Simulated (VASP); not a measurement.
# Ti3Al (P-6m2) in VASP: single point with PBE+D3(BJ)

Aim: the single point of Ti3Al with PBE+D3(BJ).

Everything below comes from runs of VASP 6.6.1. Logs are shortened: lines on timing, memory, paths and dates and some standing lists are left out, and cuts for length are marked.

## 1. The cell of the first run

Symmetry: P-6m2, No. 187, hexagonal system. Conventional cell: a = 2.880 Å, b = 2.880 Å, c = 9.108 Å, α = 90.00°, β = 90.00°, γ = 120.00°. Ti (site symmetry -6m2) has 12 Ti at 2.82 to 2.88 Å within 3.7 Å. Within 3.7 Å of Ti (site symmetry 3m) lie 9 Ti at 2.82 to 2.88 Å and 3 Al at 2.82 Å. Within 3.7 Å of Al (site symmetry -6m2) lie 6 Ti at 2.82 Å and 6 Al at 2.88 Å.

## 2. Single point, PBE+D3(BJ)

Contents of INCAR:

```
SYSTEM = Ti3Al
PREC = Accurate
ENCUT = 520
EDIFF = 1E-6
ISMEAR = 0
SIGMA = 0.1
LREAL = .FALSE.
LASPH = .TRUE.
NELM = 60
ALGO = Fast
ISIF = 2
LWAVE = .FALSE.
LCHARG = .FALSE.
GGA = PE
IVDW = 12
NBANDS = 28
```

Contents of KPOINTS:

```
regular mesh
0
G
  18 18 6
  0 0 0
```

Contents of POSCAR:

```
Ti3Al
1.0
    2.8799598893      0.0000000000      0.0000000000
   -1.4399799446      2.4941184260      0.0000000000
    0.0000000000      0.0000000000      9.1077888462
Ti Al
3 1
Direct
    0.6666666667      0.3333333333      0.0000000000
    0.3333333333      0.6666666667      0.7501038629
    0.3333333333      0.6666666667      0.2498961371
    0.6666666667      0.3333333333      0.5000000000
```

Potentials or basis: VASP PAW PBE potentials, release 64 (Ti_sv, Al).

The run is started by

```
> cat potpaw_PBE.64/Ti_sv/POTCAR potpaw_PBE.64/Al/POTCAR > POTCAR
> mpirun -np 1 vasp_std > vasp.out
```

OUTCAR:

```text
SYSTEM = Ti3Al
   PREC = Accurate
   ENCUT = 520
   EDIFF = 1E-6
   ISMEAR = 0
   LREAL = .FALSE.
   LASPH = .TRUE.
   NELM = 60
   ISIF = 2
   GGA = PE
   IVDW = 12
 IVDW          = 12

 ion  position               nearest neighbor table
   1  0.667  0.333  0.000-   2 2.82   3 2.82   2 2.82   3 2.82   2 2.82   3 2.82
   2  0.333  0.667  0.750-   1 2.82   1 2.82   1 2.82   4 2.82   4 2.82   4 2.82
   3  0.333  0.667  0.250-   1 2.82   1 2.82   1 2.82   4 2.82   4 2.82   4 2.82
   4  0.667  0.333  0.500-   2 2.82   3 2.82   2 2.82   3 2.82   2 2.82   3 2.82

  LATTYP: Found a hexagonal cell.
 ALAT       =     2.8799598893
 C/A-ratio  =     3.1624707275

  Lattice vectors:

 A1 = (   2.8799598893,   0.0000000000,   0.0000000000)
 A2 = (  -1.4399799446,   2.4941184260,   0.0000000000)
 A3 = (   0.0000000000,   0.0000000000,   9.1077888462)

Analysis of symmetry for initial positions (statically):
=====================================================================
 Subroutine PRICEL returns:
 Original cell was already a primitive cell.

 Routine SETGRP: Setting up the symmetry group for a
 hexagonal supercell.

 Subroutine GETGRP returns: Found 12 space group operations
 (whereof 12 operations were pure point group operations)
 out of a pool of 24 trial point group operations.

The static configuration has the point symmetry D_3h.

Analysis of symmetry for dynamics (positions and initial velocities):
=====================================================================
 Subroutine PRICEL returns:
 Original cell was already a primitive cell.

 Routine SETGRP: Setting up the symmetry group for a
 hexagonal supercell.

 Subroutine GETGRP returns: Found 12 space group operations
 (whereof 12 operations were pure point group operations)
 out of a pool of 24 trial point group operations.

The dynamic configuration has the point symmetry D_3h.

 Subroutine INISYM returns: Found 12 space group operations
 (whereof 12 operations are pure point group operations),
 and found     1 'primitive' translations

----------------------------------------------------------------------------------------

                                     Primitive cell

  volume of cell :      65.4209

  direct lattice vectors                    reciprocal lattice vectors
     2.879959889  0.000000000  0.000000000     0.347227058  0.200471635  0.000000000
    -1.439979945  2.494118426  0.000000000     0.000000000  0.400943271  0.000000000
     0.000000000  0.000000000  9.107788846     0.000000000  0.000000000  0.109796133

  length of vectors
     2.879959889  2.879959889  9.107788846     0.400943271  0.400943271  0.109796133

  position of ions in fractional coordinates (direct lattice)
     0.666666667  0.333333333  0.000000000
     0.333333333  0.666666667  0.750103863
     0.333333333  0.666666667  0.249896137
     0.666666667  0.333333333  0.500000000

  ion indices of the primitive-cell ions
   primitive index   ion index
                 1           1
                 2           2
                 3           3
                 4           4

----------------------------------------------------------------------------------------

 KPOINTS: regular mesh

Automatic generation of k-mesh.
 Grid dimensions read from file:
 generate k-points for:   18   18    6

 Generating k-lattice:

  Cartesian coordinates                     Fractional coordinates (reciprocal lattice)
     0.019290392  0.011137313  0.000000000     0.055555556  0.000000000  0.000000000
     0.000000000  0.022274626  0.000000000     0.000000000  0.055555556  0.000000000
     0.000000000  0.000000000  0.018299356     0.000000000  0.000000000  0.166666667

  Length of vectors
     0.022274626  0.022274626  0.018299356

  Shift w.r.t. Gamma in fractional coordinates (k-lattice)
     0.000000000  0.000000000  0.000000000

 Subroutine IBZKPT returns following result:
 ===========================================

 Found    148 irreducible k-points:

 Following reciprocal coordinates:
            Coordinates               Weight
  0.000000  0.000000  0.000000      1.000000
  0.055556  0.000000  0.000000      6.000000
  0.111111  0.000000  0.000000      6.000000
  0.166667  0.000000  0.000000      6.000000
  0.222222  0.000000  0.000000      6.000000
  0.277778  0.000000  0.000000      6.000000
[... 16 lines left out ...]
  0.333333  0.111111  0.000000     12.000000
  0.388889  0.111111  0.000000     12.000000
 [... further k-points ...]
   k-points           NKPTS =    148   k-points in BZ     NKDIM =    148   number of bands    NBANDS=     28
   number of dos      NEDOS =    301   number of ions     NIONS =      4
   total plane-waves  NPLWV =  40320
   dimension x,y,z NGX =    24 NGY =   24 NGZ =   70
   dimension x,y,z NGXF=    48 NGYF=   48 NGZF=  140
   ions per type =               3   1
   NGX,Y,Z   is equivalent  to a cutoff of  13.85, 13.85, 12.78 a.u.
   NGXF,Y,Z  is equivalent  to a cutoff of  27.71, 27.71, 25.55 a.u.
 SYSTEM =  Ti3Al
   PREC   = accura    normal or accurate (medium, high low for compatibility)
   ISTART =      0    job   : 0-new  1-cont  2-samecut
   ICHARG =      2    charge: 1-file 2-atom 10-const
   ISPIN  =      1    spin polarized calculation?
   LNONCOLLINEAR =      F non collinear calculations
   LSORBIT =      F    spin-orbit coupling
   LASPH  =      T    aspherical Exc in radial PAW
   ENCUT  =  520.0 eV  38.22 Ry    6.18 a.u.   5.35  5.35 16.93*2*pi/ulx,y,z
   NELM   =     60;   NELMIN=  2; NELMDL= -5     # of ELM steps
   EDIFF  = 0.1E-05   stopping-criterion for ELM
   LREAL  =      F    real-space projection
   EDIFFG = 0.1E-04   stopping-criterion for IOM
   NSW    =      0    number of steps for IOM
   IBRION =     -1    ionic relax: 0-MD 1-quasi-New 2-CG
   NFREE  =      0    steps in history (QN), initial steepest desc. (CG)
   ISIF   =      2    stress and relaxation
   ISYM   =      2    0-nonsym 1-usesym 2-fastsym
   POTIM  = 0.5000    time-step for ionic-motion
   TEBEG  =    0.0;   TEEND  =   0.0 temperature during run
   PSTRESS=    0.0 pullay stress
   NELECT =      39.0000    total number of electrons
   NUPDOWN=      -1.0000    fix difference up-down
   EMIN   =  10.00;   EMAX   =-10.00  energy-range for DOS
   EFERMI =   0.00;   METHOD = LEGACY
   ISMEAR =     0;   SIGMA  =   0.10  broadening in eV -4-tet -1-fermi 0-gaus
   EFERMI_NEDOS =   21; number of points for ismear=-14 and -15
   IALGO  =     68    algorithm
   IMIX   =      4    mixing-type and parameters
     AMIX     =   0.40;   BMIX     =  1.00
     AMIX_MAG =   1.60;   BMIX_MAG =  1.00
  volume/ion in A,a.u.               =      16.36       110.37
  Fermi-wavevector in a.u.,A,eV,Ry     =   1.377815  2.603693 25.828945  1.898374
  Thomas-Fermi vector in A             =   2.502934
   LORBIT       =      0    0 simple, 1 ext, 2 COOP (PROOUT), +10 PAW based schemes
   GGA     = PE    functional components
   LHFCALC =     F    Hartree Fock is set to
   AEXX    =    0.0000 exact exchange contribution
   IVDW    =    12    specifies the selected vdW correction
   LEPSILON=     F    determine dielectric tensor
   LRPA    =     F    only Hartree local field effects (RPA)
 non-spin polarized calculation
 RMM-DIIS sequential band-by-band and
 Gauss-broadening in eV      SIGMA  =   0.10
  energy-cutoff  :      520.00
  volume of cell :       65.42
 maximum number of plane-waves:      1822
 NGX is ok and might be reduce to    24
   NGX = 11   NGY = 11   NGZ = 33

 number of electron      38.9999997 magnetization

 Free energy of the ion-electron system (eV)
  ---------------------------------------------------
  ext. energy  EPLUGINS =         0.00000000
  ---------------------------------------------------
  free energy    TOTEN  =       -27.72739134 eV

  energy without entropy =      -27.70942192  energy(sigma->0) =      -27.71840663

 E-fermi :   8.4615     XC(G=0): -11.4002

 val. band max:        8.4595013187   @ k =   0.2222   0.0000   0.5000
 cond. band min:       8.4757443639   @ k =   0.2778   0.0556   0.5000
 fundamental gap:      0.0162430452
 Fermi energy:         8.4614596683

 k-point     1 :       0.0000    0.0000    0.0000
  band No.  band energies     occupation
      1     -48.1815      2.00000
      2     -48.1184      2.00000
      3     -48.0578      2.00000
      4     -24.7362      2.00000
      5     -24.4459      2.00000
      6     -24.1278      2.00000
[... 20 lines left out ...]
     27      10.6867      0.00000
     28      11.3259      0.00000

 k-point     2 :       0.0556    0.0000    0.0000
  band No.  band energies     occupation
      1     -48.1780      2.00000
      2     -48.1157      2.00000
      3     -48.0560      2.00000
      4     -24.7302      2.00000
      5     -24.4458      2.00000
      6     -24.1356      2.00000
[... 20 lines left out ...]
     27      10.6523      0.00000
     28      11.3080      0.00000

 k-point     3 :       0.1111    0.0000    0.0000
  band No.  band energies     occupation
      1     -48.1677      2.00000
      2     -48.1079      2.00000
      3     -48.0506      2.00000
      4     -24.7129      2.00000
      5     -24.4470      2.00000
      6     -24.1643      2.00000
[... 20 lines left out ...]
     27      10.5726      0.00000
     28      11.2217      0.00000

 k-point     4 :       0.1667    0.0000    0.0000
  band No.  band energies     occupation
      1     -48.1518      2.00000
      2     -48.0959      2.00000
      3     -48.0427      2.00000
      4     -24.6865      2.00000
      5     -24.4543      2.00000
      6     -24.2209      2.00000
[... 20 lines left out ...]
     27      10.5256      0.00000
     28      11.1945      0.00000

 k-point     5 :       0.2222    0.0000    0.0000
  band No.  band energies     occupation
      1     -48.1317      2.00000
      2     -48.0812      2.00000
      3     -48.0333      2.00000
      4     -24.6552      2.00000
      5     -24.4774      2.00000
      6     -24.2963      2.00000
[... 20 lines left out ...]
     27      10.6491      0.00000
     28      11.1958      0.00000

 k-point     6 :       0.2778    0.0000    0.0000
  band No.  band energies     occupation
      1     -48.1096      2.00000
      2     -48.0654      2.00000
      3     -48.0241      2.00000
      4     -24.6276      2.00000
      5     -24.5248      2.00000
      6     -24.3704      2.00000
[... 463 lines left out ...]
      5     -24.5279      2.00000
      6     -24.3786      2.00000
[... 20 lines left out ...]
     27      11.2107      0.00000
     28      11.3034      0.00000

 k-point    22 :       0.2778    0.1111    0.0000
  band No.  band energies     occupation
      1     -48.0816      2.00000
      2     -48.0466      2.00000
      3     -48.0146      2.00000
      4     -24.6114      2.00000
      5     -24.5828      2.00000
      6     -24.4497      2.00000
[... 20 lines left out ...]
     27      11.4318      0.00000
     28      11.5640      0.00000

 k-point    23 :       0.3333    0.1111    0.0000
  band No.  band energies     occupation
      1     -48.0630      2.00000
      2     -48.0352      2.00000
      3     -48.0104      2.00000
      4     -24.6355      2.00000
      5     -24.6291      2.00000
      6     -24.5052      2.00000
[... 20 lines left out ...]
     27      11.5262      0.00000
     28      11.7447      0.00000

 k-point    24 :       0.3889    0.1111    0.0000
  band No.  band energies     occupation
      1     -48.0495      2.00000
      2     -48.0278      2.00000
      3     -48.0090      2.00000
      4     -24.6725      2.00000
      5     -24.6516      2.00000
      6     -24.5405      2.00000
[... 20 lines left out ...]
     27      11.5983      0.00000
     28      11.9811      0.00000

 [... further k-points ...]

------------------------ aborting loop because EDIFF is reached ----------------------------------------

 Edisp (eV)   -2.22492

 E8    (eV) :    -1.0449

  FORCE on cell =-STRESS in cart. coord.  units (eV):
  Direction    XX          YY          ZZ          XY          YZ          ZX
  --------------------------------------------------------------------------------------
  -------------------------------------------------------------------------------------
  Total      -0.08952    -0.08952    -0.07209    -0.00000     0.00000     0.00000
  in kB      -2.19240    -2.19240    -1.76557    -0.00000     0.00000     0.00000
  external pressure =       -2.05 kB  Pullay stress =        0.00 kB

 VOLUME and BASIS-vectors are now :
 -----------------------------------------------------------------------------
  energy-cutoff  :      520.00
  volume of cell :       65.42
      direct lattice vectors                 reciprocal lattice vectors
     2.879959889  0.000000000  0.000000000     0.347227058  0.200471635  0.000000000
    -1.439979945  2.494118426  0.000000000     0.000000000  0.400943271  0.000000000
     0.000000000  0.000000000  9.107788846     0.000000000  0.000000000  0.109796133

 POSITION                                       TOTAL-FORCE (eV/Angst)
 -----------------------------------------------------------------------------------
      1.43998      0.83137      0.00000         0.000000      0.000000      0.000000
     -0.00000      1.66275      6.83179         0.000000     -0.000000      0.010410
     -0.00000      1.66275      2.27600        -0.000000     -0.000000     -0.010410
      1.43998      0.83137      4.55389         0.000000      0.000000      0.000000
 -----------------------------------------------------------------------------------
    total drift:                                0.000000     -0.000000     -0.000000

  FREE ENERGIE OF THE ION-ELECTRON SYSTEM (eV)
  ---------------------------------------------------
  free  energy   TOTEN  =       -29.9523143444 eV

  energy  without entropy=      -29.9343449312  energy(sigma->0) =      -29.94332964
```

Wall time 24 min (1 thread of AMD EPYC 7R43 (Zen 3), shared host); peak memory 0.33 GiB.

What came out:

```
Free energy                : -29.9523 eV
Pressure                   : -0.2 GPa
Largest force              : 0.010 eV/Å
Band gap on the k mesh     : zero (an odd number of electrons rules out a gap without spin polarisation)
Dispersion energy per atom : -0.556 eV
```

Forces in eV/Å, atoms in the order of the input:
```
Ti   0.000  0.000  0.000
Ti   0.000  0.000  0.010
Ti   0.000  0.000 -0.010
Al   0.000  0.000  0.000
```
